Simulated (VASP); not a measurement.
Crystal: PbF2.

```
CELL_PARAMETERS angstrom
0.00000 2.96366 2.96366
2.96366 0.00000 2.96366
2.96366 2.96366 0.00000
ATOMIC_POSITIONS crystal
Pb 0.00000 0.00000 0.00000
F 0.75000 0.75000 0.75000
F 0.25000 0.25000 0.25000
```

- Program: VASP 6.6.1
- Task: relaxation of cell and atoms
- Functional: BLYP
- Dispersion: D4
- Potentials or basis: VASP PAW PBE potentials, release 64 (Pb_d, F)
- Cutoff: 600 eV
- k mesh: 8 × 8 × 8
- Occupations: fermi-dirac, width 0.05 eV
- Spin: no spin polarisation

At the start: pressure 8.4 GPa; volume 17.35 Å³/atom.

Where does the relaxation end?

Over 6 steps the energy falls by 26.8 meV/atom and the volume is 18.11 Å³/atom (+4.3 %); space group Fm-3m (No. 225, to 0.1 Å) before and after.

Step by step:
```csv
step,energy change (eV),largest force (eV/Å),pressure (GPa),volume (Å³)
1,0.0000,0.0000,8.38,52.06
2,-0.0045,0.0000,-4.63,59.21
3,-0.0747,0.0000,-1.72,55.24
4,-0.0794,0.0000,-0.84,54.67
5,-0.0802,0.0000,0.37,54.17
6,-0.0804,0.0000,-0.07,54.32
```

Final structure:
```
Pb F
1.0
     0.00000    3.00596    3.00596
     3.00596    0.00000    3.00596
     3.00596    3.00596    0.00000
Pb F
1 2
Direct
  0.00000 0.00000 0.00000
  0.75000 0.75000 0.75000
  0.25000 0.25000 0.25000
```

Caveat: the PAW data sets were made with another functional, which shifts forces and pressure a little.
